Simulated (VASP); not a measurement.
Set up this calculation in VASP 6.6.1, as the native input.

| Item | Value |
| --- | --- |
| Task | relaxation of cell and atoms |
| Functional | PBE |
| Potentials or basis | VASP PAW PBE potentials, release 64 (Ga_d, P, As) |
| Cutoff | 600 eV |
| k mesh | 8 × 8 × 4 |
| Occupations | gaussian, width 0.02 eV |
| Spin | no spin polarisation |
| Dipole correction | no |
| Further INCAR settings | ALGO = Normal; EDIFF = 1e-07; IBRION = 2; EDIFFG = -0.01; NSW = 100; ISIF = 3 |

The structure of Ga4AsP3 lies in POSCAR:

```
Ga4AsP3
1.0
    3.9346742000      0.0000000000      0.0000000000
    0.0000000000      3.9346742000      0.0000000000
    0.0000000000      0.0000000000     11.1296025000
Ga P As
4 3 1
Direct
    0.5000000000      0.0000000000      0.8679640000
    0.0000000000      0.5000000000      0.6225670000
    0.5000000000      0.0000000000      0.3774330000
    0.0000000000      0.5000000000      0.1320360000
    0.0000000000      0.0000000000      0.5000000000
    0.5000000000      0.5000000000      0.2546580000
    0.5000000000      0.5000000000      0.7453420000
    0.0000000000      0.0000000000      0.0000000000
```

These files were run (other wordings do the same):

INCAR

```
PREC     = Accurate       # precision mode
ENCUT    = 600            # plane-wave cutoff, eV
EDIFF    = 1E-7           # SCF threshold, eV
ISMEAR   = 0              # smearing method
SIGMA    = 0.02           # smearing width, eV
LREAL    = F              # projectors in reciprocal space
LASPH    = T              # aspherical terms in the spheres
NELM     = 80             # most SCF steps
ALGO     = Normal         # electronic algorithm
ISIF     = 3              # what is computed and relaxed
LWAVE    = F              # write WAVECAR
LCHARG   = F              # write CHGCAR
GGA      = PE             # functional
IBRION   = 2              # ionic algorithm
NSW      = 100            # ionic steps
EDIFFG   = -0.01          # ionic threshold
```

KPOINTS

```
Automatic mesh
0
Gamma
  8 8 4
```

Potentials or basis: VASP PAW PBE potentials, release 64 (Ga_d, P, As).

The run is started by

```bash
$ cat potpaw_PBE.64/Ga_d/POTCAR potpaw_PBE.64/P/POTCAR potpaw_PBE.64/As/POTCAR > POTCAR
$ mpirun -np 1 vasp_std > vasp.out
```

It gave:

* Relaxed volume: 21.56 Å³/atom
* Relaxed cell: a = 3.936 Å, b = 3.936 Å, c = 11.133 Å, α = 90.00°, β = 90.00°, γ = 90.00°
* Space group after relaxing (to 0.1 Å): P-4m2 (No. 115)
* Energy gained by relaxing: 0.0 meV/atom
* Ionic steps: 2
* Pressure after relaxing: 0.0 GPa
* Largest force after relaxing: 0.005 eV/Å
* Band gap on the k mesh: 1.16 eV

Run time: 13 min on 1 thread of Oxide Virtual Turin-like Processor (shared host), peak memory 0.5 GiB.
